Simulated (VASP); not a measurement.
# LiF (P6_3mc) in VASP: relaxation of cell and atoms with r2SCAN

Aim: the relaxation of cell and atoms of LiF with r2SCAN.

All numbers are computed with VASP 6.6.1; they aren't measurements. Logs are shortened: lines on timing, memory, paths and dates and some standing lists are left out, and cuts for length are marked.

## 1. The cell of the first run

Symmetry: P6_3mc, No. 186, hexagonal system. The conventional cell has a = 3.124 Å, b = 3.124 Å, c = 4.904 Å, α = 90.00°, β = 90.00°, γ = 120.00°. Within 2.5 Å of Li (site symmetry 3m) lie 4 F at 1.89 to 1.90 Å. Within 2.5 Å of F (site symmetry 3m) lie 4 Li at 1.89 to 1.90 Å.

## 2. Relaxation of cell and atoms, r2SCAN

Input file POSCAR:

```
LiF
1.0
    3.1244987426      0.0000000000      0.0000000000
   -1.5622493713      2.7058952852      0.0000000000
    0.0000000000      0.0000000000      4.9043082336
Li F
2 2
Direct
    0.3333333333      0.6666666667     -0.0058931505
    0.6666666667      0.3333333333      0.4941068495
    0.3333333333      0.6666666667      0.3808931505
    0.6666666667      0.3333333333      0.8808931505
```

Input file INCAR.step1:

```
SYSTEM = LiF
PREC     = Accurate       ! precision mode
ENCUT    = 600            ! plane-wave cutoff, eV
ISMEAR   = -1             ! smearing method
SIGMA    = 0.02           ! smearing width, eV
LREAL    = .FALSE.        ! projectors in reciprocal space
LASPH    = .TRUE.         ! aspherical terms in the spheres
NELM     = 60             ! most SCF steps
GGA      = PE             ! functional
ALGO     = Normal         ! electronic algorithm
EDIFF    = 1E-4           ! SCF threshold, eV
LWAVE    = .TRUE.         ! write WAVECAR
LCHARG   = .FALSE.        ! write CHGCAR
```

Input file INCAR.step2:

```
SYSTEM = LiF
PREC     = Accurate       ! precision mode
ENCUT    = 600            ! plane-wave cutoff, eV
EDIFF    = 1E-6           ! SCF threshold, eV
ISMEAR   = -1             ! smearing method
SIGMA    = 0.02           ! smearing width, eV
LREAL    = .FALSE.        ! projectors in reciprocal space
LASPH    = .TRUE.         ! aspherical terms in the spheres
NELM     = 60             ! most SCF steps
ALGO     = Normal         ! electronic algorithm
ISIF     = 3              ! what is computed and relaxed
LWAVE    = .FALSE.        ! write WAVECAR
LCHARG   = .FALSE.        ! write CHGCAR
METAGGA  = R2SCAN         ! meta-GGA
LMIXTAU  = .TRUE.       
IBRION   = 2              ! ionic algorithm
NSW      = 80             ! ionic steps
EDIFFG   = -0.005         ! ionic threshold
ISTART   = 1
```

Input file KPOINTS:

```
regular mesh
0
G
  12 12 6
  0 0 0
```

Potentials or basis: VASP PAW PBE potentials, release 64 (Li_sv, F).

Command:

```bash
$ cat potpaw_PBE.64/Li_sv/POTCAR potpaw_PBE.64/F/POTCAR > POTCAR
$ cp INCAR.step1 INCAR
$ mpirun -np 1 vasp_std > vasp.out
$ cp INCAR.step2 INCAR
$ mpirun -np 1 vasp_std > vasp.out
```

OUTCAR:

```text
SYSTEM = LiF
   PREC = Accurate
   ENCUT = 600
   EDIFF = 1E-6
   ISMEAR = -1
   LREAL = .FALSE.
   LASPH = .TRUE.
   NELM = 60
   ISIF = 3
   METAGGA = R2SCAN
   IBRION = 2
   NSW = 80
   EDIFFG = -0.005
   ISTART = 1

 ion  position               nearest neighbor table
   1  0.333  0.667  0.994-   4 1.89   4 1.89   4 1.89   3 1.90
   2  0.667  0.333  0.494-   3 1.89   3 1.89   3 1.89   4 1.90
   3  0.333  0.667  0.381-   2 1.89   2 1.89   2 1.89   1 1.90
   4  0.667  0.333  0.881-   1 1.89   1 1.89   1 1.89   2 1.90

  LATTYP: Found a hexagonal cell.
 ALAT       =     3.1244987426
 C/A-ratio  =     1.5696304072

  Lattice vectors:

 A1 = (   3.1244987426,   0.0000000000,   0.0000000000)
 A2 = (  -1.5622493713,   2.7058952852,   0.0000000000)
 A3 = (   0.0000000000,   0.0000000000,   4.9043082336)

Analysis of symmetry for initial positions (statically):
=====================================================================
 Subroutine PRICEL returns:
 Original cell was already a primitive cell.

 Routine SETGRP: Setting up the symmetry group for a
 hexagonal supercell.

 Subroutine GETGRP returns: Found 12 space group operations
 (whereof  6 operations were pure point group operations)
 out of a pool of 24 trial point group operations.

The static configuration has the point symmetry C_3v.
 The point group associated with its full space group is C_6v.

Analysis of symmetry for dynamics (positions and initial velocities):
=====================================================================
 Subroutine PRICEL returns:
 Original cell was already a primitive cell.

 Routine SETGRP: Setting up the symmetry group for a
 hexagonal supercell.

 Subroutine GETGRP returns: Found 12 space group operations
 (whereof  6 operations were pure point group operations)
 out of a pool of 24 trial point group operations.

The dynamic configuration has the point symmetry C_3v.
 The point group associated with its full space group is C_6v.

 Subroutine INISYM returns: Found 12 space group operations
 (whereof  6 operations are pure point group operations),
 and found     1 'primitive' translations

----------------------------------------------------------------------------------------

                                     Primitive cell

  volume of cell :      41.4638

[... 111 lines left out ...]
     AMIX     =   0.40;   BMIX     =  1.00
     AMIX_MAG =   1.60;   BMIX_MAG =  1.00
  volume/ion in A,a.u.               =      10.37        69.95
  Fermi-wavevector in a.u.,A,eV,Ry     =   1.283892  2.426204 22.427550  1.648378
  Thomas-Fermi vector in A             =   2.416118
   LORBIT       =      0    0 simple, 1 ext, 2 COOP (PROOUT), +10 PAW based schemes
   METAGGA = R2SCAN    functional components
   LHFCALC =     F    Hartree Fock is set to
   AEXX    =    0.0000 exact exchange contribution
   IVDW    =     0    specifies the selected vdW correction
   LEPSILON=     F    determine dielectric tensor
   LRPA    =     F    only Hartree local field effects (RPA)
 conjugate gradient relaxation of ions
 non-spin polarized calculation
  energy-cutoff  :      600.00
  volume of cell :       41.46
 maximum number of plane-waves:      1412
 NGX is ok and might be reduce to    28
   NGX = 13   NGY = 13   NGZ = 19

--------------------------------------- Ionic step        1  -------------------------------------------

 number of electron      20.0000014 magnetization

 Free energy of the ion-electron system (eV)
  ---------------------------------------------------
  ext. energy  EPLUGINS =         0.00000000
  ---------------------------------------------------
  free energy    TOTEN  =       -23.65328147 eV

  energy without entropy =      -23.65328147  energy(sigma->0) =      -23.65328147

------------------------ aborting loop because EDIFF is reached ----------------------------------------

  FORCE on cell =-STRESS in cart. coord.  units (eV):
  Direction    XX          YY          ZZ          XY          YZ          ZX
  --------------------------------------------------------------------------------------
  -------------------------------------------------------------------------------------
  Total       -0.8643999     -0.8643999     -0.8756678      0.0000000      0.0000000      0.0000000
  in kB      -33.4007474    -33.4007474    -33.8361441      0.0000000      0.0000000      0.0000000
  external PRESSURE =     -33.5458796 kB  Pullay stress =       0.0000000 kB
[... 177 lines left out ...]
--------------------------------------- Ionic step        6  -------------------------------------------

 number of electron      20.0000010 magnetization

 Free energy of the ion-electron system (eV)
  ---------------------------------------------------
  ext. energy  EPLUGINS =         0.00000000
  ---------------------------------------------------
  free energy    TOTEN  =       -23.67970232 eV

  energy without entropy =      -23.67970232  energy(sigma->0) =      -23.67970232

 E-fermi :  -2.5750     XC(G=0):  -9.4429

 val. band max:       -3.0223970407   @ k =   0.0000   0.0000   0.0000
 cond. band min:       5.7344616849   @ k =   0.0000   0.0000   0.0000
 fundamental gap:      8.7568587256
 Fermi energy:        -2.5750156170

 k-point     1 :       0.0000    0.0000    0.0000
  band No.  band energies     occupation
      1     -44.5177      2.00000
      2     -44.4728      2.00000
      3     -23.6054      2.00000
      4     -23.3831      2.00000
      5      -5.2005      2.00000
      6      -3.4962      2.00000
      7      -3.4962      2.00000
      8      -3.1735      2.00000
      9      -3.1735      2.00000
     10      -3.0224      2.00000
     11       5.7345      0.00000
     12      10.1138      0.00000
     13      13.5710      0.00000
     14      17.0932      0.00000
[... 377 lines left out ...]
      1     -44.4878      2.00000
      2     -44.4656      2.00000
      3     -23.4904      2.00000
      4     -23.3814      2.00000
      5      -4.8664      2.00000
      6      -4.2875      2.00000
      7      -3.9654      2.00000
      8      -3.8782      2.00000
      9      -3.3813      2.00000
     10      -3.3460      2.00000
     11       7.9220      0.00000
     12      10.2452      0.00000
     13      13.0154      0.00000
     14      14.6156      0.00000

 [... further k-points ...]

------------------------ aborting loop because EDIFF is reached ----------------------------------------

  FORCE on cell =-STRESS in cart. coord.  units (eV):
  Direction    XX          YY          ZZ          XY          YZ          ZX
  --------------------------------------------------------------------------------------
  -------------------------------------------------------------------------------------
  Total        0.0018740      0.0018740      0.0143341      0.0000000      0.0000000      0.0000000
  in kB        0.0769789      0.0769789      0.5888205      0.0000000      0.0000000      0.0000000
  external PRESSURE =       0.2475927 kB  Pullay stress =       0.0000000 kB
[... 19 lines left out ...]
  FREE ENERGIE OF THE ION-ELECTRON SYSTEM (eV)
  ---------------------------------------------------
  free  energy   TOTEN  =       -23.6797023244 eV

  energy  without entropy=      -23.6797023244  energy(sigma->0) =      -23.67970232

 reached required accuracy - stopping structural energy minimisation
```

OUTCAR.step1:

```text
SYSTEM = LiF
   PREC = Accurate
   ENCUT = 600
   ISMEAR = -1
   LREAL = .FALSE.
   LASPH = .TRUE.
   NELM = 60
[... 638 lines left out ...]
      1.56225      0.90197      2.42325        -0.000000      0.000000      0.000238
     -0.00000      1.80393      1.86802        -0.000000      0.000000     -0.000238
      1.56225      0.90197      4.32017         0.000000     -0.000000     -0.000238
 -----------------------------------------------------------------------------------
    total drift:                               -0.000000      0.000000      0.005307

  FREE ENERGIE OF THE ION-ELECTRON SYSTEM (eV)
  ---------------------------------------------------
  free  energy   TOTEN  =       -19.3046847578 eV

  energy  without entropy=      -19.3046847578  energy(sigma->0) =      -19.30468476
```

OSZICAR.step1:

```text
N       E                     dE             d eps       ncg     rms          rms(c)
DAV:   1     0.144004734891E+03    0.14400E+03   -0.12017E+04  2128   0.169E+03
DAV:   2    -0.888562350427E+01   -0.15289E+03   -0.14916E+03  2470   0.374E+02
DAV:   3    -0.205160171502E+02   -0.11630E+02   -0.11603E+02  4022   0.862E+01
DAV:   4    -0.207243859531E+02   -0.20837E+00   -0.20823E+00  2634   0.116E+01
DAV:   5    -0.207276950474E+02   -0.33091E-02   -0.33090E-02  3092   0.128E+00    0.736E+00
DAV:   6    -0.192307535240E+02    0.14969E+01   -0.55921E+00  2128   0.196E+01    0.237E+00
DAV:   7    -0.192643815087E+02   -0.33628E-01   -0.24510E-01  2868   0.366E+00    0.150E+00
DAV:   8    -0.193019001324E+02   -0.37519E-01   -0.54219E-02  2240   0.294E+00    0.289E-01
DAV:   9    -0.193035534622E+02   -0.16533E-02   -0.10953E-02  2904   0.823E-01    0.939E-02
DAV:  10    -0.193046723699E+02   -0.11189E-02   -0.15803E-03  2176   0.334E-01    0.142E-02
DAV:  11    -0.193046847578E+02   -0.12388E-04   -0.38952E-05  2210   0.640E-02
   1 F= -.19304685E+02 E0= -.19304685E+02  d E =-.865154E-14
```

It took 10 min on 1 thread of Intel Xeon Platinum 8488C (Sapphire Rapids), shared host; peak memory 0.2 GiB.

Results:

| Quantity | Value |
| --- | --- |
| Free energy | -23.6797 eV |
| Relaxed volume | 9.75 Å³/atom |
| Relaxed cell | a = 3.063 Å, b = 3.063 Å, c = 4.801 Å, α = 90.00°, β = 90.00°, γ = 120.00° |
| Space group after relaxing (to 0.1 Å) | P6_3mc (No. 186) |
| Energy gained by relaxing | 6.6 meV/atom |
| Ionic steps | 6 |
| Pressure after relaxing | 0.0 GPa |
| Band gap on the k mesh | 8.76 eV |

Step by step:
| step | energy change (eV) | largest force (eV/Å) | pressure (GPa) | volume (Å³) |
| --- | --- | --- | --- | --- |
| 1 | 0.0000 | 0.0126 | -3.35 | 41.46 |
| 2 | -0.0204 | 0.0093 | -1.74 | 40.17 |
| 3 | -0.0261 | 0.0225 | 0.28 | 38.84 |
| 4 | -0.0263 | 0.0245 | -0.01 | 39.02 |
| 5 | -0.0264 | 0.0068 | 0.02 | 39.01 |
| 6 | -0.0264 | 0.0008 | 0.02 | 39.00 |

Final structure:
```yaml
crystal:
  lattice:
    - [3.06282, 0.00000, 0.00000]
    - [-1.53141, 2.65248, 0.00000]
    - [0.00000, 0.00000, 4.80092]
  atoms:
    - { symbol: Li, position: [0.33333, 0.66667, 0.99424] }
    - { symbol: Li, position: [0.66667, 0.33333, 0.49424] }
    - { symbol: F, position: [0.33333, 0.66667, 0.38076] }
    - { symbol: F, position: [0.66667, 0.33333, 0.88076] }
```

Levels at points of the mesh, in eV from the valence-band top:
```
           k point  band 7  band 8  band 9  band 10  band 11  band 12  band 13  band 14
(0.00, 0.00, 0.00)   -0.47   -0.15   -0.15     0.00     8.76    13.14    16.59    20.12
(0.50, 0.00, 0.00)   -1.03   -1.01   -0.54    -0.38    12.14    13.22    16.08    16.28
(0.00, 0.00, 0.50)   -0.31   -0.31   -0.31    -0.31    10.47    10.47    19.09    19.09
(0.50, 0.00, 0.50)   -0.71   -0.71   -0.57    -0.57    12.14    12.14    16.14    16.14
```

Caveat: the cutoff is under 1.25 times the usual one of these potentials, so pressure, stress and relaxed cells hold a basis-set (Pulay) error; the structure was generated, so it needn't be the stable form of LiF; the PAW data sets were made with another functional, which shifts forces and pressure a little.
